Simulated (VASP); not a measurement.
SrAsPt:

```
CELL_PARAMETERS angstrom
4.25751 0.00000 0.00000
-2.12876 3.68712 0.00000
0.00000 0.00000 9.06350
ATOMIC_POSITIONS crystal
Sr 0.00000 0.00000 0.50000
Sr 0.00000 0.00000 0.00000
As 0.33333 0.66667 0.75000
As 0.66667 0.33333 0.25000
Pt 0.33333 0.66667 0.25000
Pt 0.66667 0.33333 0.75000
```

* Program: VASP 6.6.1
* Task: relaxation of volume and atoms at fixed shape
* Functional: LDA
* Potentials or basis: VASP PAW LDA potentials, release 64 (Sr_sv, As, Pt)
* Cutoff: 600 eV
* k mesh: 6 × 6 × 3
* Occupations: methfessel-paxton, width 0.05 eV
* Spin: no spin polarisation

At the start: pressure -3.6 GPa; volume 23.71 Å³/atom.

Where does the relaxation end?

Over 3 steps the energy falls by 11.9 meV/atom and the volume is 22.70 Å³/atom (-4.3 %); space group P6_3/mmc (No. 194, to 0.1 Å) before and after.

Step by step:
```csv
step,energy change (eV),largest force (eV/Å),pressure (GPa),volume (Å³)
1,0.0000,0.0000,-3.61,142.28
2,-0.0228,0.0000,3.53,131.57
3,-0.0713,0.0000,-0.05,136.22
```

Final structure:
```
Sr As Pt
1.0
     4.19617    0.00000    0.00000
    -2.09809    3.63400    0.00000
     0.00000    0.00000    8.93293
Sr As Pt
2 2 2
Cartesian
  0.0000 0.0000 4.4665
  0.0000 0.0000 0.0000
  0.0000 2.4227 6.6997
  2.0981 1.2113 2.2332
  0.0000 2.4227 2.2332
  2.0981 1.2113 6.6997
```
